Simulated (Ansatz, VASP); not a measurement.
# AlN in VASP and in Ansatz

Contents of INCAR:

```
  PREC = Accurate
  ENCUT = 520
  EDIFF = 1E-7
  ISMEAR = 0
  SIGMA = 0.05
  LREAL = F
  LASPH = T
  NELM = 60
  ALGO = Normal
  ISIF = 2
  LWAVE = F
  LCHARG = T
  GGA = PE
  LELF = T
  LVHAR = T
  NBANDS = 16
```

KPOINTS

```
Automatic mesh
0
Gamma
  6 6 4
```

The input POSCAR:

```
AlN
1.0
    3.1110021516      0.0000000000      0.0000000000
   -1.5555010758      2.6942068945      0.0000000000
    0.0000000000      0.0000000000      4.9780000000
Al N
2 2
Direct
    0.3589472067      0.6854173234      0.0101482822
    0.6922805401      0.3520839900      0.5101482822
    0.3333333333      0.6666666667      0.3850000000
    0.6666666667      0.3333333333      0.8850000000
```

Input for Ansatz:

```yaml
crystal:
  lattice:
    - [3.1110021516, 0.0, 0.0]
    - [-1.5555010758, 2.6942068945, 0.0]
    - [0.0, 0.0, 4.978]
  atoms:
    - { symbol: Al, position: [0.3589472067, 0.6854173234, 0.0101482822] }
    - { symbol: Al, position: [0.6922805401, 0.35208399, 0.5101482822] }
    - { symbol: "N", position: [0.3333333333, 0.6666666667, 0.385] }
    - { symbol: "N", position: [0.6666666667, 0.3333333333, 0.885] }
basis:
  ecutwfc: 420
kpoints:
  mp_grid: { grid: [6, 6, 4] }
hamiltonian:
  xc: pbe
scf:
  occupations: { method: gaussian, width: 0.05 }
output:
  forces: true
  stress: true
  eigenvalues: true
```

Change from the starting cell: all Al atoms moved +0.087 Å, as atom 1 along Cartesian [1 1 1].

Alike in both runs: task single point; functional PBE; k mesh 6 × 6 × 4; occupations gaussian, width 0.05 eV; no spin polarisation.

|  | VASP | Ansatz |
| --- | --- | --- |
| version | VASP 6.6.1 | Ansatz 0.2.0 |
| potentials or method | VASP PAW PBE potentials, release 64 (Al, N), cutoff 520 eV | scalar-relativistic, plane waves, PAW |
| valence electrons in the cell | 16 | 16 |

|  | VASP | Ansatz | Ansatz less VASP |
| --- | --- | --- | --- |
| gap on the k mesh at the Fermi level (eV) | 4.21 | 4.20 | -0.011 |
| least direct gap on the mesh (eV) | 4.21 | 4.20 | -0.011 |
| pressure (GPa) | 4.7 | 4.9 | +0.25 |
| traceless stress, the component that is largest in VASP (GPa) | 3.14 | 3.09 | -0.048 |
| rms of the force components (eV/Å) | 0.630 | 0.628 | -0.0017 |

Atom by atom the forces differ by 0.002 eV/Å (rms over components).
